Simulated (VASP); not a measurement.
# Te2Au (Calaverite) (P-3m1) in VASP: single point with LDA

Aim: the single point of Te2Au (Calaverite) with LDA.

All numbers are computed with VASP 6.6.1; they aren't measurements. Logs are shortened: lines on timing, memory, paths and dates and some standing lists are left out, and cuts for length are marked.

## Step 1: The cell of the first run

Symmetry: P-3m1, No. 164, trigonal system. The conventional cell has a = 4.078 Å, b = 4.078 Å, c = 5.000 Å, α = 90.00°, β = 90.00°, γ = 120.00°. Te (site symmetry 3m) has 3 Au at 2.77 Å and 3 Te at 3.13 Å within 3.7 Å. Within 3.7 Å of Au (site symmetry -3m) lie 6 Te at 2.77 Å.

## Step 2: Single point, LDA

INCAR

```
SYSTEM = Te2Au
PREC = Accurate
ENCUT = 520
EDIFF = 1E-7
ISMEAR = 1
SIGMA = 0.1
LREAL = .False.
LASPH = .True.
NELM = 80
ALGO = Normal
ISIF = 2
LWAVE = .False.
LCHARG = .False.
NBANDS = 18
```

KPOINTS

```
Automatic mesh
0
Gamma
  8 8 6
  0 0 0
```

POSCAR

```
Te2Au
1.0
    4.0780000000      0.0000000000      0.0000000000
   -2.0390000000      3.5316520000      0.0000000000
    0.0000000000      0.0000000000      5.0000000000
Te Au
2 1
Direct
    0.6666666667      0.3333333333      0.2932000000
    0.3333333333      0.6666666667      0.7068000000
    0.0000000000      0.0000000000      0.0000000000
```

Potentials or basis: VASP PAW LDA potentials, release 64 (Te, Au).

On the command line:

```sh
$ cat potpaw_LDA.64/Te/POTCAR potpaw_LDA.64/Au/POTCAR > POTCAR
$ mpirun -np 1 vasp_std > vasp.out
```

OUTCAR:

```text
SYSTEM = Te2Au
   PREC = Accurate
   ENCUT = 520
   EDIFF = 1E-7
   ISMEAR = 1
   LREAL = .False.
   LASPH = .True.
   NELM = 80
   ISIF = 2

 ion  position               nearest neighbor table
   1  0.667  0.333  0.293-   3 2.77   3 2.77   3 2.77   2 3.13   2 3.13   2 3.13
   2  0.333  0.667  0.707-   3 2.77   3 2.77   3 2.77   1 3.13   1 3.13   1 3.13
   3  0.000  0.000  0.000-   1 2.77   2 2.77   1 2.77   2 2.77   1 2.77   2 2.77

  LATTYP: Found a hexagonal cell.
 ALAT       =     4.0780000000
 C/A-ratio  =     1.2260912212

  Lattice vectors:

 A1 = (   4.0780000000,   0.0000000000,   0.0000000000)
 A2 = (  -2.0390000000,   3.5316520000,   0.0000000000)
 A3 = (   0.0000000000,   0.0000000000,   5.0000000000)

Analysis of symmetry for initial positions (statically):
=====================================================================
 Subroutine PRICEL returns:
 Original cell was already a primitive cell.

 Routine SETGRP: Setting up the symmetry group for a
 hexagonal supercell.

 Subroutine GETGRP returns: Found 12 space group operations
 (whereof 12 operations were pure point group operations)
 out of a pool of 24 trial point group operations.

The static configuration has the point symmetry D_3d.

Analysis of symmetry for dynamics (positions and initial velocities):
=====================================================================
 Subroutine PRICEL returns:
 Original cell was already a primitive cell.

 Routine SETGRP: Setting up the symmetry group for a
 hexagonal supercell.

 Subroutine GETGRP returns: Found 12 space group operations
 (whereof 12 operations were pure point group operations)
 out of a pool of 24 trial point group operations.

The dynamic configuration has the point symmetry D_3d.

 Subroutine INISYM returns: Found 12 space group operations
 (whereof 12 operations are pure point group operations),
 and found     1 'primitive' translations

----------------------------------------------------------------------------------------

                                     Primitive cell

  volume of cell :      72.0104

  direct lattice vectors                    reciprocal lattice vectors
     4.078000000  0.000000000  0.000000000     0.245218244  0.141576803  0.000000000
    -2.039000000  3.531652000  0.000000000     0.000000000  0.283153606  0.000000000
     0.000000000  0.000000000  5.000000000     0.000000000  0.000000000  0.200000000

  length of vectors
     4.078000000  4.078000349  5.000000000     0.283153631  0.283153606  0.200000000

  position of ions in fractional coordinates (direct lattice)
     0.666666667  0.333333333  0.293200000
[... 83 lines left out ...]
   NSW    =      0    number of steps for IOM
   IBRION =     -1    ionic relax: 0-MD 1-quasi-New 2-CG
   NFREE  =      0    steps in history (QN), initial steepest desc. (CG)
   ISIF   =      2    stress and relaxation
   ISYM   =      2    0-nonsym 1-usesym 2-fastsym
   POTIM  = 0.5000    time-step for ionic-motion
   TEBEG  =    0.0;   TEEND  =   0.0 temperature during run
   PSTRESS=    0.0 pullay stress
   NELECT =      23.0000    total number of electrons
   NUPDOWN=      -1.0000    fix difference up-down
   EMIN   =  10.00;   EMAX   =-10.00  energy-range for DOS
   EFERMI =   0.00;   METHOD = LEGACY
   ISMEAR =     1;   SIGMA  =   0.10  broadening in eV -4-tet -1-fermi 0-gaus
   EFERMI_NEDOS =   21; number of points for ismear=-14 and -15
   IALGO  =     38    algorithm
   IMIX   =      4    mixing-type and parameters
     AMIX     =   0.40;   BMIX     =  1.00
     AMIX_MAG =   1.60;   BMIX_MAG =  1.00
  volume/ion in A,a.u.               =      24.00       161.98
  Fermi-wavevector in a.u.,A,eV,Ry     =   1.119057  2.114712 17.038435  1.252290
  Thomas-Fermi vector in A             =   2.255694
   LORBIT       =      0    0 simple, 1 ext, 2 COOP (PROOUT), +10 PAW based schemes
   GGA     = CA    functional components
   LHFCALC =     F    Hartree Fock is set to
   AEXX    =    0.0000 exact exchange contribution
   IVDW    =     0    specifies the selected vdW correction
   LEPSILON=     F    determine dielectric tensor
   LRPA    =     F    only Hartree local field effects (RPA)
 non-spin polarized calculation
 Methfessel and Paxton  Order N= 1 SIGMA  =   0.10
  energy-cutoff  :      520.00
  volume of cell :       72.01
 maximum number of plane-waves:      1986
   NGX = 15   NGY = 15   NGZ = 19

 number of electron      22.9999998 magnetization

 Free energy of the ion-electron system (eV)
  ---------------------------------------------------
  ext. energy  EPLUGINS =         0.00000000
  ---------------------------------------------------
  free energy    TOTEN  =       -12.34354570 eV

  energy without entropy =      -12.34041469  energy(sigma->0) =      -12.34250203

 E-fermi :   8.7832     XC(G=0): -10.8924

 val. band max:        8.7525172310   @ k =   0.1250   0.0000   0.3333
 cond. band min:       8.7877026580   @ k =   0.1250   0.0000   0.3333
 fundamental gap:      0.0351854270
 Fermi energy:         8.7832254955

 k-point     1 :       0.0000    0.0000    0.0000
  band No.  band energies     occupation
      1      -5.4100      2.00000
      2      -1.4471      2.00000
      3       1.7992      2.00000
      4       2.5725      2.00000
      5       2.5725      2.00000
      6       3.8336      2.00000
[... 481 lines left out ...]
      5       2.9676      2.00000
      6       3.5589      2.00000
[... 10 lines left out ...]
     17      16.1355      0.00000
     18      16.4644      0.00000

 [... further k-points ...]

------------------------ aborting loop because EDIFF is reached ----------------------------------------

  FORCE on cell =-STRESS in cart. coord.  units (eV):
  Direction    XX          YY          ZZ          XY          YZ          ZX
  --------------------------------------------------------------------------------------
  -------------------------------------------------------------------------------------
  Total        1.4489087      1.4489090      1.4289907     -0.0000000      0.0000000      0.0000000
  in kB       32.2371380     32.2371453     31.7939760     -0.0000000      0.0000000      0.0000000
  external PRESSURE =      32.0894198 kB  Pullay stress =       0.0000000 kB

 VOLUME and BASIS-vectors are now :
 -----------------------------------------------------------------------------
  energy-cutoff  :      520.00
  volume of cell :       72.01
      direct lattice vectors                 reciprocal lattice vectors
     4.078000000  0.000000000  0.000000000     0.245218244  0.141576803  0.000000000
    -2.039000000  3.531652000  0.000000000     0.000000000  0.283153606  0.000000000
     0.000000000  0.000000000  5.000000000     0.000000000  0.000000000  0.200000000

 POSITION                                       TOTAL-FORCE (eV/Angst)
 -----------------------------------------------------------------------------------
      2.03900      1.17722      1.46600         0.000000     -0.000000     -0.112914
     -0.00000      2.35443      3.53400        -0.000000      0.000000      0.112914
      0.00000      0.00000      0.00000        -0.000000     -0.000000      0.000000
 -----------------------------------------------------------------------------------
    total drift:                                0.000000     -0.000000      0.000000

  FREE ENERGIE OF THE ION-ELECTRON SYSTEM (eV)
  ---------------------------------------------------
  free  energy   TOTEN  =       -12.3435456974 eV

  energy  without entropy=      -12.3404146863  energy(sigma->0) =      -12.34250203
```

OSZICAR:

```text
N       E                     dE             d eps       ncg     rms          rms(c)
DAV:   1     0.111800771207E+03    0.11180E+03   -0.97417E+03  1808   0.108E+03
DAV:   2    -0.814522489338E+01   -0.11995E+03   -0.11659E+03  2126   0.207E+02
DAV:   3    -0.129547137387E+02   -0.48095E+01   -0.47420E+01  2142   0.405E+01
DAV:   4    -0.130197985178E+02   -0.65085E-01   -0.64960E-01  2160   0.517E+00
DAV:   5    -0.130209893247E+02   -0.11908E-02   -0.11908E-02  2154   0.673E-01    0.153E+01
DAV:   6    -0.124186294627E+02    0.60236E+00   -0.38082E+00  1882   0.185E+01    0.109E+01
DAV:   7    -0.123557769987E+02    0.62852E-01   -0.34540E-01  1844   0.602E+00    0.478E+00
DAV:   8    -0.123455407775E+02    0.10236E-01   -0.27799E-02  1984   0.936E-01    0.101E+00
DAV:   9    -0.123435844707E+02    0.19563E-02   -0.50737E-03  1938   0.724E-01    0.299E-01
DAV:  10    -0.123435445870E+02    0.39884E-04   -0.68483E-04  2038   0.163E-01    0.713E-02
DAV:  11    -0.123435462987E+02   -0.17117E-05   -0.40600E-05  2182   0.381E-02    0.455E-02
DAV:  12    -0.123435463789E+02   -0.80224E-07   -0.43821E-06  2084   0.201E-02    0.201E-02
DAV:  13    -0.123435456836E+02    0.69533E-06   -0.17998E-06  1888   0.137E-02    0.205E-03
DAV:  14    -0.123435456974E+02   -0.13831E-07   -0.25000E-07  1720   0.305E-03
   1 F= -.12343546E+02 E0= -.12342502E+02  d E =-.313101E-02
```

stdout:

```text
POSCAR found type information on POSCAR TeAu
 POSCAR found :  2 types and       3 ions
 scaLAPACK will be used
 LDA part: xc-table for (Slater(with rela. corr.)+CA(PZ))
 , standard interpolation
 POSCAR, INCAR and KPOINTS ok, starting setup
 FFT: planning ... GRIDC
 FFT: planning ... GRID_SOFT
 FFT: planning ... GRID
 WAVECAR not read
 entering main loop
```

Run time: 35 s. Hardware: 1 thread of AMD EPYC 7R13 (Zen 3), shared host; peak memory 0.17 GiB.

Results:

```
Free energy   : -12.3435 eV
Pressure      : 3.2 GPa
Largest force : 0.113 eV/Å
```

Forces on the atoms (eV/Å):
```
Te   0.000  0.000 -0.113
Te   0.000  0.000  0.113
Au   0.000  0.000  0.000
```

Caveat: spin-orbit coupling is left out, which moves the levels of the heavy elements.
